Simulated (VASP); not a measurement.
Runs of VASP 6.6.1 on Sc. The structure is that of space group I4_1/amd (No. 141), or close to it. The cells are those of the table. 

| task | cell | k mesh for the DOS | occupations for the DOS | gap on the mesh (eV) | pressure (GPa) |
| --- | --- | --- | --- | --- | --- |
| single point | a = 3.441 Å, angles 99.1, 99.1, 133.2°, 2 atoms | - | - | none | 66.2 |
| single point | a = 3.659 Å, angles 98.6, 98.6, 134.6°, 2 atoms | - | - | none | 36.6 |
| single point | a = 3.075 Å, angles 99.6, 99.6, 131.7°, 2 atoms | - | - | none | 172.4 |
| single point | a = 3.201 Å, angles 99.5, 99.5, 131.9°, 2 atoms | - | - | none | (a) |

Alike in all rows: level PBE; potentials or basis VASP PAW PBE potentials, release 64 (Sc_sv); no spin polarisation; k mesh 14 × 14 × 14; cutoff (eV) 520; smearing fermi-dirac 0.08 eV.

Question: Fill in the values left out.

Answer: (a) 122.4.

A gap of «none» marks levels without a gap at the run's occupations.
